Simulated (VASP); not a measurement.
Crystal: HClF2.

```
CELL_PARAMETERS angstrom
3.99475 0.00000 0.00000
0.00000 3.99475 0.00000
0.00000 0.00000 4.58086
ATOMIC_POSITIONS crystal
H 0.50000 0.50000 0.40819
Cl 0.00000 0.00000 0.59564
F 0.50000 0.00000 0.53670
F 0.00000 0.50000 0.53670
```

The cell was generated, and may not be a known phase.

| Item | Value |
| --- | --- |
| Program | VASP 6.6.1 |
| Task | relaxation of cell and atoms |
| Functional | PBE |
| Dispersion | D3(BJ) |
| Potentials or basis | VASP PAW PBE potentials, release 64 (H, Cl, F) |
| Cutoff | 600 eV |
| k mesh | 4 × 4 × 4 |
| Occupations | gaussian, width 0.1 eV |
| Spin | collinear spin |
| Starting moments | [0.0, 0.0, 1.0, 1.0] μB |

At the start: pressure 4.4 GPa; volume 18.28 Å³/atom.

Problem. Where does the relaxation end?

Solution. Over 17 steps the energy falls by 76.4 meV/atom and the volume is 15.50 Å³/atom (-15.2 %); space group P4mm (No. 99, to 0.1 Å) before, P4/mmm (No. 123, to 0.1 Å); moment 1.00 μB per cell.

The path:
```csv
step,energy change (eV),largest force (eV/Å),pressure (GPa),volume (Å³)
1,0.0000,0.3263,4.36,73.10
2,-0.1236,0.3640,-0.25,78.44
3,-0.1241,0.3636,-0.61,78.98
4,-0.1242,0.3637,-0.54,78.86
5,-0.1365,0.2928,-0.50,78.39
6,-0.1645,0.2232,-0.46,77.00
7,-0.1960,0.2306,-0.47,74.18
8,-0.2128,0.3703,-1.05,68.47
9,-0.2167,0.2470,-0.69,71.42
10,-0.2436,0.2085,0.35,68.45
11,-0.2549,0.1345,2.32,63.86
12,-0.2604,0.1246,2.31,63.49
13,-0.2744,0.0921,2.25,62.39
14,-0.2898,0.0276,2.10,60.16
15,-0.2905,0.0200,2.04,59.40
16,-0.2993,0.0257,1.30,60.24
17,-0.3055,0.0376,-0.10,62.01
```

Final structure:
```
CELL_PARAMETERS angstrom
4.18951 0.00000 0.00000
0.00000 4.18951 0.00000
0.00000 0.00000 3.53266
ATOMIC_POSITIONS crystal
H 0.50000 0.50000 0.52078
Cl 0.00000 0.00000 0.50843
F 0.50000 0.00000 0.52401
F 0.00000 0.50000 0.52401
```

Caveat: the k points lie up to 0.44 Å⁻¹ apart in the final cell; the volume moved by over 15 % at a fixed basis, so the end points are rough.
